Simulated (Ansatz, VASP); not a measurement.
One calculation of B5C2, two programs

```xyz
7
Lattice="3.8515 0.0000 0.0000 -1.9257 3.3355 0.0000 0.0000 0.0000 5.7703" Properties=species:S:1:pos:R:3 pbc="T T T"
B     2.2942    0.0000    0.0000
B    -1.1471    1.9868    0.0000
B     0.7787    1.3487    0.0000
B     0.0000    0.0000    1.4950
B     0.0000    0.0000    4.2752
C     0.0000    0.0000    0.0000
C     0.0000    0.0000    2.8851
```

Alike in both runs: functional PBE; k mesh 4 × 4 × 3; occupations gaussian, width 0.2 eV; no spin polarisation.

Ansatz relaxed the structure, and its values are those at the end. VASP's run is a single point on that final structure, the one shown.

|  | VASP | Ansatz |
| --- | --- | --- |
| version | VASP 6.6.1 | Ansatz 0.2.0 |
| potentials or method | VASP PAW PBE potentials, release 64 (B, C), cutoff 600 eV | scalar-relativistic, plane waves, PAW |
| valence electrons in the cell | 23 | 23 |

VASP gave:

```
gap on the k mesh at the Fermi level (eV) : none
pressure (GPa)                            : -0.1
rms of the force components (eV/Å)        : 0.013
```

Estimate Ansatz's values.

gap on the k mesh at the Fermi level (eV): none; pressure (GPa): 0.0; rms of the force components (eV/Å): 0.008.

A gap of «none» marks a metal or a gap that the smearing closes.

The k mesh is coarse, so the values compare programs but aren't converged.
